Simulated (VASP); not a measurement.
Input of a VASP 6.6.1 run:

INCAR

```
SYSTEM = BN
ALGO = Normal
EDIFF = 1E-7
ENCUT = 520
GGA = PE
ISIF = 2
ISMEAR = -1
LASPH = .TRUE.
LCHARG = .FALSE.
LREAL = .FALSE.
LWAVE = .FALSE.
NBANDS = 11
NELM = 100
PREC = Accurate
SIGMA = 0.03
```

KPOINTS

```
k-points
0
G
  13 13 13
  0 0 0
```

File POSCAR:

```
BN
1.0
    0.0000000000      1.8075000000      1.7894250000
    1.8075000000      0.0000000000      1.7894250000
    1.8075000000      1.8075000000      0.0000000000
B N
1 1
Direct
    0.0000000000      0.0000000000      0.0000000000
    0.7500000000      0.7500000000      0.7500000000
```

Potentials or basis: VASP PAW PBE potentials, release 64 (B, N).

Launch:

```sh
$ cat potpaw_PBE.64/B/POTCAR potpaw_PBE.64/N/POTCAR > POTCAR
$ mpirun -np 1 vasp_std > vasp.out
```

What does it give for the pressure?

7.2 GPa.

Estimate the band gap on the k mesh.

4.37 eV, indirect (least direct gap 8.76 eV).

Stress tensor (GPa, compression positive):
```
 5.19  0.00  0.00
 0.00  5.19  0.00
 0.00  0.00 11.34
```

Caveat: the cell differs from its parent crystal (zz strain of -1 %). A k mesh can miss the band edges.
